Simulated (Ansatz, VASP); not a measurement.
**C11O in VASP and in Ansatz**

```
CELL_PARAMETERS angstrom
3.64732 0.00000 0.00000
-1.66588 3.93102 0.00000
0.00000 0.00000 23.18096
ATOMIC_POSITIONS crystal
C 0.50018 0.33339 0.17256
C 0.49982 0.66661 0.17256
C 0.50018 0.83339 0.22572
C 0.49982 0.16661 0.22572
C 0.50002 0.33532 0.27887
C 0.49998 0.66468 0.27887
C 0.50013 0.83665 0.33226
C 0.49987 0.16335 0.33226
C 0.49976 0.35443 0.38096
C 0.50024 0.64557 0.38096
C 0.24976 0.60443 0.56861
O 0.24976 0.60443 0.51900
```

Alike in both runs: task single point; functional PBE; dispersion D3(BJ); k mesh 8 × 7 × 1; occupations gaussian, width 0.05 eV; no spin polarisation.

```csv
,VASP,Ansatz
version,VASP 6.6.1,Ansatz 0.2.0
potentials or method,"VASP PAW PBE potentials, release 64 (C, O), cutoff 520 eV","scalar-relativistic, plane waves, PAW"
valence electrons in the cell,50,50
```

```csv
,VASP,Ansatz,Ansatz less VASP
gap on the k mesh at the Fermi level (eV),none,none,-
rms of the force components (eV/Å),1.634,1.670,+0.0369
```

A gap of «none» marks a metal or a gap that the smearing closes.

Noted on VASP's run: the standard files for N, O and F lose accuracy on very short bonds.
